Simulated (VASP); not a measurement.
Here is a VASP 6.6.1 calculation.

Contents of INCAR:

```
  PREC = Accurate
  ENCUT = 520
  EDIFF = 1E-6
  ISMEAR = -1
  SIGMA = 0.03
  LREAL = False
  LASPH = True
  NELM = 80
  ALGO = Normal
  ISIF = 2
  LWAVE = False
  LCHARG = False
  NBANDS = 11
```

The input KPOINTS:

```
Automatic mesh
0
Gamma
  13 13 13
```

POSCAR

```
Hf
1.0
    0.0000000000      2.1899963220      2.1899963220
    2.1899963220      0.0000000000      2.1899963220
    2.1899963220      2.1899963220      0.0000000000
Hf
1
Direct
    0.0000000000      0.0000000000      0.0000000000
```

Potentials or basis: VASP PAW LDA potentials, release 64 (Hf_pv).

Launch:

```bash
$ cat potpaw_LDA.64/Hf_pv/POTCAR > POTCAR
$ mpirun -np 1 vasp_std > vasp.out
```

Problem. Predict the band gap on the k mesh.

Solution. Zero (band 5 reaches 6.42 eV, above the bottom of band 6 at 4.49 eV).

Problem. Estimate the pressure.

Solution. -1.1 GPa.

Caveat: spin-orbit coupling is left out, which moves the levels of the heavy elements.
